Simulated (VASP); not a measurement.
Here is a VASP 6.6.1 calculation.

File INCAR:

```
ALGO = Normal ; EDIFF = 1E-6
ENCUT = 520 ; GGA = CA
ISIF = 2 ; ISMEAR = 0
LASPH = True ; LCHARG = False
LREAL = False ; LWAVE = False
NBANDS = 11 ; NELM = 60
PREC = Accurate ; SIGMA = 0.05
```

The input KPOINTS:

```
k-points
0
Gamma
  14 14 14
```

File POSCAR:

```
C
1.0
    0.0000000000      2.0950950000      3.3982200000
    1.2095800000      0.0000000000      3.3982200000
    1.2095800000      2.0950950000      0.0000000000
C
2
Direct
    0.1666700000      0.8333300000      0.1666700000
    0.8333300000      0.1666700000      0.8333300000
```

Potentials or basis: VASP PAW LDA potentials, release 64 (C).

Launch:

```sh
$ cat potpaw_LDA.64/C/POTCAR > POTCAR
$ mpirun -np 1 vasp_std > vasp.out
```

(1) What does it give for the band gap on the k mesh?

(2) Predict the pressure.

(3) What does it give for the largest force?

## Answers

(1) 0.45 eV, indirect (least direct gap 0.55 eV).

(2) 10.1 GPa.

(3) 0.029 eV/Å.

Caveat: the cell differs from its parent crystal (strain -0.015 along x and y, +0.015 along z).
